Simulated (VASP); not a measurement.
# PbSe (Fmm2) in VASP: notebook

Runs on PbSe. Level: LDA. Tasks: single point.

All numbers are computed with VASP 6.6.1; they aren't measurements. Logs are shortened: lines on timing, memory, paths and dates and some standing lists are left out, and cuts for length are marked.

**1. The cell of the first run**

Symmetry: Fmm2, No. 42, orthorhombic system. The conventional cell has a = 6.236 Å, b = 24.002 Å, c = 6.251 Å, α = 90.00°, β = 90.00°, γ = 90.00°. Pb (site symmetry m) has 5 Se at 2.83 to 3.21 Å within 3.7 Å. Within 3.7 Å of Se (site symmetry m) lie 5 Pb at 2.83 to 3.21 Å.

**2. Single point, LDA**

Input file INCAR:

```
SYSTEM = PbSe
ALGO = Normal
EDIFF = 1E-6
ENCUT = 520
ISIF = 2
ISMEAR = 0
LASPH = .TRUE.
LCHARG = .FALSE.
LREAL = .FALSE.
LWAVE = .FALSE.
NBANDS = 28
NELM = 60
PREC = Accurate
SIGMA = 0.01
```

Input file KPOINTS:

```
k-points
0
G
  6 6 6
  0 0 0
```

Input file POSCAR:

```
PbSe
1.0
    0.0000000000     12.0007990000      3.1254420000
    3.1181510000      0.0000000000      3.1254420000
    3.1181510000     12.0007990000      0.0000000000
Pb Se
2 2
Direct
    0.1907300000      0.8052670000      0.1947330000
    0.8052670000      0.1907300000      0.8092700000
    0.6744230000      0.2955810000      0.7044190000
    0.2955810000      0.6744230000      0.3255770000
```

Potentials or basis: VASP PAW LDA potentials, release 64 (Pb_d, Se).

Command:

```sh
cat potpaw_LDA.64/Pb_d/POTCAR potpaw_LDA.64/Se/POTCAR > POTCAR
mpirun -np 1 vasp_std > vasp.out
```

OUTCAR:

```text
SYSTEM = PbSe
   EDIFF = 1E-6
   ENCUT = 520
   ISIF = 2
   ISMEAR = 0
   LASPH = .TRUE.
   LREAL = .FALSE.
   NELM = 60
   PREC = Accurate

 ion  position               nearest neighbor table
   1  0.191  0.805  0.195-   4 2.83   3 3.05   3 3.12   3 3.12   3 3.21
   2  0.805  0.191  0.809-   3 2.83   4 3.05   4 3.12   4 3.12   4 3.21
   3  0.674  0.296  0.704-   2 2.83   1 3.05   1 3.12   1 3.12   1 3.21
   4  0.296  0.674  0.326-   1 2.83   2 3.05   2 3.12   2 3.12   2 3.21

  LATTYP: Found a face centered orthorhombic cell.
 ALAT       =     6.2363020000
 B/A-ratio  =     1.0023382447
 C/A-ratio  =     3.8486907786

  Lattice vectors:

 A1 = (   0.0000000000,  12.0007990000,   3.1254420000)
 A2 = (  -3.1181510000,  12.0007990000,   0.0000000000)
 A3 = (  -3.1181510000,   0.0000000000,   3.1254420000)

Analysis of symmetry for initial positions (statically):
=====================================================================
 Subroutine PRICEL returns:
 Original cell was already a primitive cell.

 Routine SETGRP: Setting up the symmetry group for a
 face centered orthorhombic supercell.

 Subroutine GETGRP returns: Found  4 space group operations
 (whereof  4 operations were pure point group operations)
 out of a pool of  8 trial point group operations.

The static configuration has the point symmetry C_2v.

Analysis of symmetry for dynamics (positions and initial velocities):
=====================================================================
 Subroutine PRICEL returns:
 Original cell was already a primitive cell.

 Routine SETGRP: Setting up the symmetry group for a
 face centered orthorhombic supercell.

 Subroutine GETGRP returns: Found  4 space group operations
 (whereof  4 operations were pure point group operations)
 out of a pool of  8 trial point group operations.

The dynamic configuration has the point symmetry C_2v.

 Subroutine INISYM returns: Found  4 space group operations
 (whereof  4 operations are pure point group operations),
 and found     1 'primitive' translations

----------------------------------------------------------------------------------------

                                     Primitive cell

  volume of cell :     233.9100

  direct lattice vectors                    reciprocal lattice vectors
     0.000000000 12.000799000  3.125442000    -0.160351439  0.041663893  0.159977373
     3.118151000  0.000000000  3.125442000     0.160351439 -0.041663893  0.159977373
     3.118151000 12.000799000  0.000000000     0.160351439  0.041663893 -0.159977373

  length of vectors
    12.401111415  4.414889959 12.399275878     0.230306804  0.230306804  0.230306804

  position of ions in fractional coordinates (direct lattice)
     0.190730000  0.805267000  0.194733000
     0.805267000  0.190730000  0.809270000
     0.674423000  0.295581000  0.704419000
     0.295581000  0.674423000  0.325577000

  ion indices of the primitive-cell ions
   primitive index   ion index
                 1           1
                 2           2
                 3           3
                 4           4

----------------------------------------------------------------------------------------

 KPOINTS: k-points

Automatic generation of k-mesh.
 Grid dimensions read from file:
 generate k-points for:    6    6    6

 Generating k-lattice:

  Cartesian coordinates                     Fractional coordinates (reciprocal lattice)
    -0.026725240  0.006943982  0.026662895     0.166666667  0.000000000  0.000000000
     0.026725240 -0.006943982  0.026662895     0.000000000  0.166666667  0.000000000
     0.026725240  0.006943982 -0.026662895    -0.000000000 -0.000000000  0.166666667

  Length of vectors
     0.038384467  0.038384467  0.038384467

  Shift w.r.t. Gamma in fractional coordinates (k-lattice)
     0.000000000  0.000000000  0.000000000

 Subroutine IBZKPT returns following result:
 ===========================================

 Found     46 irreducible k-points:

 Following reciprocal coordinates:
            Coordinates               Weight
  0.000000  0.000000  0.000000      1.000000
  0.166667 -0.000000 -0.000000      8.000000
  0.333333 -0.000000  0.000000      8.000000
  0.500000 -0.000000  0.000000      4.000000
  0.166667  0.166667  0.000000      2.000000
  0.333333  0.166667 -0.000000      8.000000
[... 16 lines left out ...]
 -0.166667  0.166667  0.166667      8.000000
  0.500000  0.333333  0.166667      4.000000
 [... further k-points ...]
   k-points           NKPTS =     46   k-points in BZ     NKDIM =     46   number of bands    NBANDS=     28
   number of dos      NEDOS =    301   number of ions     NIONS =      4
   total plane-waves  NPLWV = 331776
   dimension x,y,z NGX =    96 NGY =   36 NGZ =   96
   dimension x,y,z NGXF=   192 NGYF=   72 NGZF=  192
   ions per type =               2   2
   NGX,Y,Z   is equivalent  to a cutoff of  12.87, 13.56, 12.87 a.u.
   NGXF,Y,Z  is equivalent  to a cutoff of  25.74, 27.11, 25.74 a.u.
 SYSTEM =  PbSe
   PREC   = accura    normal or accurate (medium, high low for compatibility)
   ISTART =      0    job   : 0-new  1-cont  2-samecut
   ICHARG =      2    charge: 1-file 2-atom 10-const
   ISPIN  =      1    spin polarized calculation?
   LNONCOLLINEAR =      F non collinear calculations
   LSORBIT =      F    spin-orbit coupling
   LASPH  =      T    aspherical Exc in radial PAW
   ENCUT  =  520.0 eV  38.22 Ry    6.18 a.u.  23.06  8.21 23.05*2*pi/ulx,y,z
   NELM   =     60;   NELMIN=  2; NELMDL= -5     # of ELM steps
   EDIFF  = 0.1E-05   stopping-criterion for ELM
   LREAL  =      F    real-space projection
   EDIFFG = 0.1E-04   stopping-criterion for IOM
   NSW    =      0    number of steps for IOM
   IBRION =     -1    ionic relax: 0-MD 1-quasi-New 2-CG
   NFREE  =      0    steps in history (QN), initial steepest desc. (CG)
   ISIF   =      2    stress and relaxation
   ISYM   =      2    0-nonsym 1-usesym 2-fastsym
   POTIM  = 0.5000    time-step for ionic-motion
   TEBEG  =    0.0;   TEEND  =   0.0 temperature during run
   PSTRESS=    0.0 pullay stress
   NELECT =      40.0000    total number of electrons
   NUPDOWN=      -1.0000    fix difference up-down
   EMIN   =  10.00;   EMAX   =-10.00  energy-range for DOS
   EFERMI =   0.00;   METHOD = LEGACY
   ISMEAR =     0;   SIGMA  =   0.01  broadening in eV -4-tet -1-fermi 0-gaus
   EFERMI_NEDOS =   21; number of points for ismear=-14 and -15
   IALGO  =     38    algorithm
   IMIX   =      4    mixing-type and parameters
     AMIX     =   0.40;   BMIX     =  1.00
     AMIX_MAG =   1.60;   BMIX_MAG =  1.00
  volume/ion in A,a.u.               =      58.48       394.63
  Fermi-wavevector in a.u.,A,eV,Ry     =   0.908682  1.717160 11.234370  0.825703
  Thomas-Fermi vector in A             =   2.032637
   LORBIT       =      0    0 simple, 1 ext, 2 COOP (PROOUT), +10 PAW based schemes
   GGA     = CA    functional components
   LHFCALC =     F    Hartree Fock is set to
   AEXX    =    0.0000 exact exchange contribution
   IVDW    =     0    specifies the selected vdW correction
   LEPSILON=     F    determine dielectric tensor
   LRPA    =     F    only Hartree local field effects (RPA)
 non-spin polarized calculation
 Gauss-broadening in eV      SIGMA  =   0.01
  energy-cutoff  :      520.00
  volume of cell :      233.91
 maximum number of plane-waves:      6336
 NGX is ok and might be reduce to    96
   NGX = 45   NGY = 17   NGZ = 45

 number of electron      40.0000002 magnetization

 Free energy of the ion-electron system (eV)
  ---------------------------------------------------
  ext. energy  EPLUGINS =         0.00000000
  ---------------------------------------------------
  free energy    TOTEN  =       -18.19543856 eV

  energy without entropy =      -18.19543856  energy(sigma->0) =      -18.19543856

 E-fermi :  -0.4628     XC(G=0):  -5.7499

 val. band max:       -0.5220184082   @ k =  -0.3333  -0.0000   0.1667
 cond. band min:       1.0655038110   @ k =  -0.3333  -0.0000   0.1667
 fundamental gap:      1.5875222192
 Fermi energy:        -0.4627768306

 k-point     1 :       0.0000    0.0000    0.0000
  band No.  band energies     occupation
      1     -16.7887      2.00000
      2     -16.6927      2.00000
      3     -16.6877      2.00000
      4     -16.6791      2.00000
      5     -16.6760      2.00000
      6     -16.6748      2.00000
[... 20 lines left out ...]
     27       5.0437      0.00000
     28       5.1588      0.00000

 k-point     2 :       0.1667   -0.0000   -0.0000
  band No.  band energies     occupation
      1     -16.7765      2.00000
      2     -16.6895      2.00000
      3     -16.6875      2.00000
      4     -16.6846      2.00000
      5     -16.6787      2.00000
      6     -16.6732      2.00000
[... 20 lines left out ...]
     27       4.4689      0.00000
     28       5.3068      0.00000

 k-point     3 :       0.3333   -0.0000    0.0000
  band No.  band energies     occupation
      1     -16.7483      2.00000
      2     -16.6996      2.00000
      3     -16.6935      2.00000
      4     -16.6894      2.00000
      5     -16.6790      2.00000
      6     -16.6662      2.00000
[... 20 lines left out ...]
     27       4.8129      0.00000
     28       6.2385      0.00000

 k-point     4 :       0.5000   -0.0000    0.0000
  band No.  band energies     occupation
      1     -16.7196      2.00000
      2     -16.7196      2.00000
      3     -16.6964      2.00000
      4     -16.6964      2.00000
      5     -16.6721      2.00000
      6     -16.6721      2.00000
[... 20 lines left out ...]
     27       5.6097      0.00000
     28       5.9958      0.00000

 k-point     5 :       0.1667    0.1667    0.0000
  band No.  band energies     occupation
      1     -16.7686      2.00000
      2     -16.6981      2.00000
      3     -16.6842      2.00000
      4     -16.6838      2.00000
      5     -16.6795      2.00000
      6     -16.6745      2.00000
[... 20 lines left out ...]
     27       4.4413      0.00000
     28       6.1833      0.00000

 k-point     6 :       0.3333    0.1667   -0.0000
  band No.  band energies     occupation
      1     -16.7514      2.00000
      2     -16.7169      2.00000
      3     -16.6881      2.00000
      4     -16.6869      2.00000
      5     -16.6798      2.00000
      6     -16.6640      2.00000
[... 463 lines left out ...]
      5     -16.6798      2.00000
      6     -16.6640      2.00000
[... 20 lines left out ...]
     27       5.1036      0.00000
     28       5.9711      0.00000

 k-point    22 :      -0.3333    0.1667    0.1667
  band No.  band energies     occupation
      1     -16.7346      2.00000
      2     -16.7344      2.00000
      3     -16.6910      2.00000
      4     -16.6907      2.00000
      5     -16.6732      2.00000
      6     -16.6729      2.00000
[... 20 lines left out ...]
     27       5.6237      0.00000
     28       6.0127      0.00000

 k-point    23 :      -0.1667    0.1667    0.1667
  band No.  band energies     occupation
      1     -16.7511      2.00000
      2     -16.7163      2.00000
      3     -16.6880      2.00000
      4     -16.6873      2.00000
      5     -16.6795      2.00000
      6     -16.6642      2.00000
[... 20 lines left out ...]
     27       4.9392      0.00000
     28       5.9967      0.00000

 k-point    24 :       0.5000    0.3333    0.1667
  band No.  band energies     occupation
      1     -16.7606      2.00000
      2     -16.7449      2.00000
      3     -16.6856      2.00000
      4     -16.6848      2.00000
      5     -16.6807      2.00000
      6     -16.6658      2.00000
[... 20 lines left out ...]
     27       5.4309      0.00000
     28       5.7151      0.00000

 [... further k-points ...]

------------------------ aborting loop because EDIFF is reached ----------------------------------------

  FORCE on cell =-STRESS in cart. coord.  units (eV):
  Direction    XX          YY          ZZ          XY          YZ          ZX
  --------------------------------------------------------------------------------------
  -------------------------------------------------------------------------------------
  Total       -3.1056728     -1.8799660     -3.1222923      0.0000000      0.0000000      0.0000000
  in kB      -21.2724515    -12.8769155    -21.3862875      0.0000000      0.0000000      0.0000000
  external PRESSURE =     -18.5118848 kB  Pullay stress =       0.0000000 kB

 VOLUME and BASIS-vectors are now :
 -----------------------------------------------------------------------------
  energy-cutoff  :      520.00
  volume of cell :      233.91
      direct lattice vectors                 reciprocal lattice vectors
     0.000000000 12.000799000  3.125442000    -0.160351439  0.041663893  0.159977373
     3.118151000  0.000000000  3.125442000     0.160351439 -0.041663893  0.159977373
     3.118151000 12.000799000  0.000000000     0.160351439  0.041663893 -0.159977373

 POSITION                                       TOTAL-FORCE (eV/Angst)
 -----------------------------------------------------------------------------------
      3.11815      4.62586      3.11293         0.000000      0.320904      0.011495
      3.11815     19.37573      3.11293         0.000000     -0.320904      0.011495
      3.11815     16.54721      3.03169         0.000000      0.333075     -0.011495
      3.11815      7.45439      3.03169         0.000000     -0.333075     -0.011495
 -----------------------------------------------------------------------------------
    total drift:                               -0.000020     -0.000009      0.000039

  FREE ENERGIE OF THE ION-ELECTRON SYSTEM (eV)
  ---------------------------------------------------
  free  energy   TOTEN  =       -18.1954385596 eV

  energy  without entropy=      -18.1954385596  energy(sigma->0) =      -18.19543856
```

Run time: 11 min. Hardware: 1 thread of AMD EPYC 9R45 (Zen 5), shared host; peak memory 0.6 GiB.

What came out:

- Free energy: -18.1954 eV
- Pressure: -1.9 GPa
- Largest force: 0.333 eV/Å
- Band gap on the k mesh: 1.59 eV

Forces in eV/Å, atoms in the order of the input:
```
Pb   0.000  0.321  0.011
Pb   0.000 -0.321  0.011
Se   0.000  0.333 -0.011
Se   0.000 -0.333 -0.011
```

Stress tensor (GPa, compression positive):
```
-2.13  0.00  0.00
 0.00 -1.29  0.00
 0.00  0.00 -2.14
```

Levels at points of the mesh, in eV from the valence-band top:
| k point | band 17 | band 18 | band 19 | band 20 | band 21 | band 22 | band 23 | band 24 |
| --- | --- | --- | --- | --- | --- | --- | --- | --- |
| (0.00, 0.00, 0.00) | -2.21 | -1.21 | -1.20 | -0.33 | 2.22 | 4.26 | 4.57 | 4.90 |
| (0.50, 0.00, 0.00) | -0.77 | -0.77 | 0.00 | 0.00 | 1.59 | 1.59 | 2.54 | 2.54 |
| (0.50, 0.50, 0.00) | -2.58 | -2.58 | -1.24 | -1.22 | 3.71 | 3.74 | 5.17 | 5.17 |
| (0.50, 0.00, 0.50) | -2.21 | -1.21 | -1.20 | -0.33 | 2.14 | 4.57 | 4.76 | 4.91 |
| (0.00, 0.50, 0.50) | -2.58 | -2.58 | -1.24 | -1.22 | 3.72 | 3.73 | 5.15 | 5.19 |

Caveat: spin-orbit coupling is left out, which moves the levels of the heavy elements. A k mesh can miss the band edges.

**3. Single point, LDA**

Input file INCAR:

```
ALGO     = Normal         # electronic algorithm
EDIFF    = 1E-7           # SCF threshold, eV
ENCUT    = 520            # plane-wave cutoff, eV
ISIF     = 2              # what is computed and relaxed
ISMEAR   = 0              # smearing method
LASPH    = T              # aspherical terms in the spheres
LCHARG   = F              # write CHGCAR
LREAL    = F              # projectors in reciprocal space
LWAVE    = F              # write WAVECAR
NBANDS   = 28             # bands
NELM     = 60             # most SCF steps
PREC     = Accurate       # precision mode
SIGMA    = 0.01           # smearing width, eV
```

Input file KPOINTS:

```
k-points
0
Gamma
  6 6 6
```

POSCAR is that of step 2.

Potentials or basis: VASP PAW LDA potentials, release 64 (Pb_d, Se).

Command:

```sh
cat potpaw_LDA.64/Pb_d/POTCAR potpaw_LDA.64/Se/POTCAR > POTCAR
mpirun -np 1 vasp_std > vasp.out
```

It took 10 min on 1 thread of AMD EPYC 9R45 (Zen 5), shared host; peak memory 0.6 GiB.

The run converged. Its results:

| Quantity | Value |
| --- | --- |
| Free energy | -18.1954 eV |
| Pressure | -1.9 GPa |
| Largest force | 0.333 eV/Å |
| Band gap on the k mesh | 1.59 eV |

Forces in eV/Å, atoms in the order of the input:
```
Pb   0.000  0.321  0.011
Pb   0.000 -0.321  0.011
Se   0.000  0.333 -0.011
Se   0.000 -0.333 -0.011
```

Stress tensor (GPa, compression positive):
```
-2.13  0.00  0.00
 0.00 -1.29  0.00
 0.00  0.00 -2.14
```

Levels at points of the mesh, in eV from the valence-band top:
```csv
k point,band 18,band 19,band 20,band 21,band 22,band 23
"(0.00, 0.00, 0.00)",-1.21,-1.20,-0.33,2.22,4.26,4.57
"(0.50, 0.00, 0.00)",-0.77,0.00,0.00,1.59,1.59,2.54
"(0.50, 0.50, 0.00)",-2.58,-1.24,-1.22,3.71,3.74,5.17
"(0.50, 0.00, 0.50)",-1.21,-1.20,-0.33,2.14,4.57,4.76
"(0.00, 0.50, 0.50)",-2.58,-1.24,-1.22,3.72,3.73,5.15
```

Caveat: spin-orbit coupling is left out, which moves the levels of the heavy elements.

**4. Single point, LDA**

Input file INCAR:

```
ALGO = Normal
EDIFF = 1E-6
ENCUT = 520
GGA = CA
ISIF = 2
ISMEAR = 0
LASPH = True
LCHARG = True
LELF = True
LREAL = False
LVHAR = True
LWAVE = False
NBANDS = 28
NELM = 80
PREC = Accurate
SIGMA = 0.01
```

KPOINTS is that of step 3.

POSCAR is that of step 3.

Command:

```sh
cat potpaw_LDA.64/Pb_d/POTCAR potpaw_LDA.64/Se/POTCAR > POTCAR
mpirun -np 1 vasp_std > vasp.out
```

Wall time 10 min (1 thread of AMD EPYC 9R45 (Zen 5), shared host); peak memory 0.6 GiB.

Results (log left out):

```yaml
Free_energy: -18.1954 eV
Pressure: -1.9 GPa
Largest_force: 0.333 eV/Å
Band_gap_on_the_k_mesh: 1.59 eV
```

Forces on the atoms (eV/Å):
```
Pb   0.000  0.321  0.011
Pb   0.000 -0.321  0.011
Se   0.000  0.333 -0.011
Se   0.000 -0.333 -0.011
```

Stress tensor (GPa, compression positive):
```
-2.13  0.00  0.00
 0.00 -1.29  0.00
 0.00  0.00 -2.14
```

Levels at points of the mesh, in eV from the valence-band top:
| k point | band 16 | band 17 | band 18 | band 19 | band 20 | band 21 | band 22 | band 23 | band 24 | band 25 |
| --- | --- | --- | --- | --- | --- | --- | --- | --- | --- | --- |
| (0.00, 0.00, 0.00) | -2.22 | -2.21 | -1.21 | -1.20 | -0.33 | 2.22 | 4.26 | 4.57 | 4.90 | 4.91 |
| (0.50, 0.00, 0.00) | -1.61 | -0.77 | -0.77 | 0.00 | 0.00 | 1.59 | 1.59 | 2.54 | 2.54 | 3.11 |
| (0.50, 0.50, 0.00) | -3.81 | -2.58 | -2.58 | -1.24 | -1.22 | 3.71 | 3.74 | 5.17 | 5.17 | 5.51 |
| (0.50, 0.00, 0.50) | -2.22 | -2.21 | -1.21 | -1.20 | -0.33 | 2.14 | 4.57 | 4.76 | 4.91 | 4.94 |
| (0.00, 0.50, 0.50) | -3.81 | -2.58 | -2.58 | -1.24 | -1.22 | 3.72 | 3.73 | 5.15 | 5.19 | 5.49 |

Caveat: spin-orbit coupling is left out, which moves the levels of the heavy elements. A k mesh can miss the band edges.
